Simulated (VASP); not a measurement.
# Si (a cell with a defect): single point with PBE

Si (a cell with a defect):

```
Si
1.0
     0.00000    5.43000    5.43000
     5.43000    0.00000    5.43000
     5.43000    5.43000    0.00000
Si
17
Direct
  0.99876 0.00076 0.00022
  0.12844 0.12212 0.12144
  0.00280 0.99347 0.50184
  0.12842 0.12212 0.62795
  0.00315 0.50240 0.99263
  0.12873 0.62854 0.12134
  0.00313 0.50240 0.50179
  0.12704 0.62483 0.62404
  0.50081 0.00031 0.00002
  0.62494 0.12507 0.12499
  0.50079 0.00031 0.49885
  0.62268 0.12153 0.62788
  0.50102 0.49892 0.00001
  0.62300 0.62803 0.12116
  0.49579 0.50157 0.50131
  0.62298 0.62804 0.62778
  0.87710 0.37485 0.37400
```

```
Program                : VASP 6.6.1
Task                   : single point
Functional             : PBE
Potentials or basis    : VASP PAW PBE potentials, release 64 (Si)
Cutoff                 : 520 eV
k mesh                 : 2 × 2 × 2
Occupations            : fermi-dirac, width 0.02 eV
Spin                   : no spin polarisation
Dipole correction      : no
Further INCAR settings : LREAL = Auto; ALGO = Normal; EDIFF = 1e-06; NBANDS = 48
```

| Item | Value |
| --- | --- |
| Pressure | 5.3 GPa |
| Largest force | 0.032 eV/Å |
| Band gap on the k mesh | zero (band 34 reaches 6.93 eV, above the bottom of band 35 at 6.68 eV) |

Forces on the atoms (eV/Å):
```
Si   0.013 -0.013 -0.011
Si   0.013  0.008  0.000
Si  -0.005  0.004 -0.001
Si  -0.008 -0.013  0.001
Si   0.002  0.002  0.004
Si  -0.003  0.004 -0.024
Si  -0.002 -0.002  0.005
Si  -0.002  0.001  0.006
Si   0.022  0.017  0.010
Si  -0.002  0.002  0.004
Si  -0.017 -0.023  0.011
Si   0.001 -0.001  0.032
Si  -0.015  0.015 -0.017
Si   0.005  0.021 -0.002
Si   0.018 -0.018 -0.015
Si  -0.021 -0.005 -0.002
Si   0.000  0.000 -0.001
```

Levels at points of the mesh, in eV from the Fermi level:
```csv
k point,band 32,band 33,band 34,band 35,band 36,band 37
"(0.00, 0.00, 0.00)",-0.82,-0.82,-0.24,-0.23,-0.23,0.09
"(0.50, 0.00, 0.00)",-1.43,-1.43,-0.35,0.53,0.53,0.90
"(0.00, 0.50, 0.00)",-1.43,-1.43,-0.35,0.53,0.54,0.90
"(0.00, 0.00, 0.50)",-1.43,-1.43,-0.35,0.53,0.55,0.89
"(0.50, 0.50, 0.50)",-1.43,-1.43,-0.35,0.53,0.55,0.89
"(0.50, 0.50, 0.00)",-1.89,-0.99,0.01,0.72,1.02,1.03
"(0.00, 0.50, 0.50)",-1.89,-0.99,0.01,0.72,1.02,1.03
"(0.50, 0.00, 0.50)",-1.89,-0.99,0.01,0.72,1.02,1.03
```

It took 3.8 min on 1 thread of AMD EPYC 7R13 Processor (Zen 3), with other jobs on the host, peak memory 0.43 GiB.

Caveat: the k points lie up to 0.50 Å⁻¹ apart.
